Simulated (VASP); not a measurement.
Runs of VASP 6.6.1 on TbBeC. The structure is that of space group P-6m2 (No. 187), or close to it. The cells are those of the table. The cell was generated, and may not be a known phase.

```tsv
task	cell	k mesh	smearing	gap on the mesh (eV)	pressure (GPa)	relaxed volume (Å³/atom)
relaxation of cell and atoms	relaxed from a = 3.364, b = 3.364, c = 3.815 Å, angles 90.0, 90.0, 120.0°, 3 atoms	18 × 18 × 12	gaussian 0.1 eV	none	0.0	12.54
single point	a = 3.364, b = 3.364, c = 3.815 Å, angles 90.0, 90.0, 120.0°, 3 atoms	6 × 6 × 6	gaussian 0.1 eV	none	0.5	-
single point	a = 3.364, b = 3.364, c = 3.824 Å, angles 90.0, 90.0, 120.0°, 3 atoms	18 × 18 × 12	gaussian 0.1 eV	none	0.5	-
single point	a = 4.040, b = 4.040, c = 3.373 Å, angles 90.0, 90.0, 120.0°, 3 atoms	6 × 6 × 6	gaussian 0.1 eV	none	-19.1	-
relaxation of cell and atoms	relaxed from a = 4.040, b = 4.040, c = 3.373 Å, angles 90.0, 90.0, 120.0°, 3 atoms	6 × 6 × 6	gaussian 0.1 eV	none	0.1	(a)
single point	a = 3.359, b = 3.359, c = 3.826 Å, angles 90.0, 90.0, 120.0°, 3 atoms	18 × 18 × 12	fermi-dirac 0.15 eV	none	0.5	-
```

Alike in all rows: level PBE; potentials or basis VASP PAW PBE potentials, release 64 (Tb_3, Be, C), 4f in core; no spin polarisation.

**Question.** Estimate the missing entries.

**Answer.** (a) 12.50.

Caveats: spin-orbit coupling is left out, which moves the levels of the heavy elements; the 4f electrons are frozen in the core, so they carry no moment and show no levels; the stress differs along the axes, from -31 to 5 GPa (at least some runs); the volume moved by over 15 % at a fixed basis, so the end points are rough (at least some runs).

A k mesh can miss the band edges, and the runs leave out spin-orbit coupling on Tb.

A gap of «none» marks levels without a gap at the run's occupations.
